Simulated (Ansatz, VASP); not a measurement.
C in VASP and in Ansatz

```xyz
2
Lattice="1.2295 0.7098 3.6075 -1.2295 0.7098 3.6075 0.0000 -1.4197 3.6075" Properties=species:S:1:pos:R:3 pbc="T T T"
C     0.0000    0.0000    1.8035
C     0.0000    0.0000    9.0190
```

Alike in both runs: functional PBEsol; k mesh 18 × 18 × 18; occupations gaussian, width 0.02 eV; no spin polarisation.

Ansatz relaxed the structure, and its values are those at the end. VASP's run is a single point on that final structure, the one shown.

|  | VASP | Ansatz |
| --- | --- | --- |
| version | VASP 6.6.1 | Ansatz 0.2.0 |
| potentials or method | VASP PAW PBE potentials, release 64 (C), cutoff 520 eV | scalar-relativistic, plane waves, PAW |
| valence electrons in the cell | 8 | 8 |

VASP gave:

```
gap on the k mesh at the Fermi level (eV) : 0.43
least direct gap on the mesh (eV)         : 0.43
pressure (GPa)                            : 0.6
```

**Question.** What did Ansatz give for the same quantities?

**Answer.** gap on the k mesh at the Fermi level (eV): 0.43; least direct gap on the mesh (eV): 0.43; pressure (GPa): 0.0.

VASP's potentials were made for PBE, not for PBEsol.
